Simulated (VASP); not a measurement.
Here is a VASP 6.6.1 calculation.

INCAR

```
SYSTEM = Si4N
PREC = Accurate
ENCUT = 520
EDIFF = 1E-6
ISMEAR = 0
SIGMA = 0.05
LREAL = .False.
LASPH = .True.
NELM = 150
ALGO = Normal
ISIF = 2
LWAVE = .False.
LCHARG = .False.
ISPIN = 2
MAGMOM = 0 0 0 0 3
LORBIT = 11
LDIPOL = .True.
IDIPOL = 3
DIPOL = 0.5 0.5 0.327
GGA = PE
IVDW = 12
NBANDS = 22
```

KPOINTS

```
Automatic mesh
0
Gamma
  7 7 1
  0 0 0
```

File POSCAR:

```
Si4N
1.0
    3.8333442755      0.0000000000      0.0000000000
    0.0000000000      3.8333442755      0.0000000000
    0.0000000000      0.0000000000     21.1034818114
Si N
4 1
Direct
    0.0000000000      0.5000000000      0.1895421825
    0.0000000000      0.0000000000      0.2537634269
    0.5000000000      0.0000000000      0.3207061922
    0.5000000000      0.5000000000      0.3839879070
    0.5000000000      1.0000000000      0.4882361074
```

Potentials or basis: VASP PAW PBE potentials, release 64 (Si, N).

Command:

```sh
$ cat potpaw_PBE.64/Si/POTCAR potpaw_PBE.64/N/POTCAR > POTCAR
$ mpirun -np 1 vasp_std > vasp.out
```

What does it give for the dispersion energy per atom?

-0.205 eV.

Predict the net moment.

2.30 μB per cell.

Forces in eV/Å, atoms in the order of the input:
```
Si   0.000  0.000  0.016
Si   0.000  0.000  0.100
Si   0.000  0.000  0.128
Si   0.000  0.000  0.620
N    0.000  0.000 -0.864
```
